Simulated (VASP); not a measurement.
HPt6, 14 atoms in the cell. The cell holds a slab with vacuum, 14 atoms: a = 5.615 Å, b = 5.615 Å, c = 22.620 Å, α = 90.00°, β = 90.00°, γ = 120.00°. 

| Quantity | Value |
| --- | --- |
| Program | VASP 6.6.1 |
| Task | single point |
| Functional | PBE |
| Potentials or basis | VASP PAW PBE potentials, release 64 (Pt, H) |
| Cutoff | 520 eV |
| k mesh | 6 × 6 × 1 |
| Occupations | gaussian, width 0.1 eV |
| Spin | no spin polarisation |
| Dipole correction | yes |
| Further INCAR settings | ALGO = Normal; EDIFF = 1e-07; NBANDS = 74 |

Potentials or basis: VASP PAW PBE potentials, release 64 (Pt, H).

The run is started by

```sh
$ cat potpaw_PBE.64/Pt/POTCAR potpaw_PBE.64/H/POTCAR > POTCAR
$ mpirun -np 1 vasp_std > vasp.out
```

Hardware: 1 thread of Intel Xeon 8259CL (shared host).

Q: How long does it take, and how much memory?

A: It took 61 min on 1 thread of Intel Xeon 8259CL, with other jobs on the host, peak memory 0.9 GiB. Counts: scf iterations 38, k points 13.
